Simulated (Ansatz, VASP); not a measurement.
# Two plane-wave programs on As

Contents of INCAR:

```
SYSTEM = As
ALGO = Normal ; EDIFF = 1E-6
ENCUT = 520 ; GGA = PS
ISIF = 2 ; ISMEAR = 0
LASPH = .True. ; LCHARG = .False.
LREAL = .False. ; LWAVE = .False.
NBANDS = 12 ; NELM = 80
PREC = Accurate ; SIGMA = 0.15
```

Contents of KPOINTS:

```
k-points
0
Gamma
  18 18 18
  0 0 0
```

The input POSCAR:

```
As
1.0
    1.9327277950      1.1158609127      3.2972910171
   -1.9327277950      1.1158609127      3.2972910171
    0.0000000000     -2.2317218254      3.2972910171
As
2
Direct
    0.2275400000      0.2275400000      0.2275400000
    0.7724600000      0.7724600000      0.7724600000
```

Input for Ansatz:

```yaml
crystal:
  lattice:
    - [1.932727795, 1.1158609127, 3.2972910171]
    - [-1.932727795, 1.1158609127, 3.2972910171]
    - [0.0, -2.2317218254, 3.2972910171]
  atoms:
    - { symbol: As, position: [0.22754, 0.22754, 0.22754] }
    - { symbol: As, position: [0.77246, 0.77246, 0.77246] }
basis:
  ecutwfc: 420
kpoints:
  mp_grid: { grid: [18, 18, 18] }
hamiltonian:
  xc: pbesol
scf:
  occupations: { method: gaussian, width: 0.15 }
output:
  forces: true
  stress: true
  eigenvalues: true
```

Alike in both runs: task single point; functional PBEsol; k mesh 18 × 18 × 18; occupations gaussian, width 0.15 eV; no spin polarisation.

|  | VASP | Ansatz |
| --- | --- | --- |
| version | VASP 6.6.1 | Ansatz 0.2.0 |
| potentials or method | VASP PAW PBE potentials, release 64 (As), cutoff 520 eV | scalar-relativistic, plane waves, PAW |
| valence electrons in the cell | 10 | 30 |

```csv
,VASP,Ansatz,Ansatz less VASP
gap on the k mesh at the Fermi level (eV),none,none,-
pressure (GPa),-0.9,-1.3,-0.37
"traceless stress, the component that is largest in VASP (GPa)",2.49,2.62,+0.131
rms of the force components (eV/Å),0.223,0.194,-0.0289
```

VASP's potentials were made for PBE, not for PBEsol. Atom by atom the forces differ by 0.029 eV/Å (rms over components). A gap of «none» marks a metal or a gap that the smearing closes. VASP's potentials hold 10 valence electrons a cell and Ansatz's 30, so a difference there can come from the potentials and not from the codes.
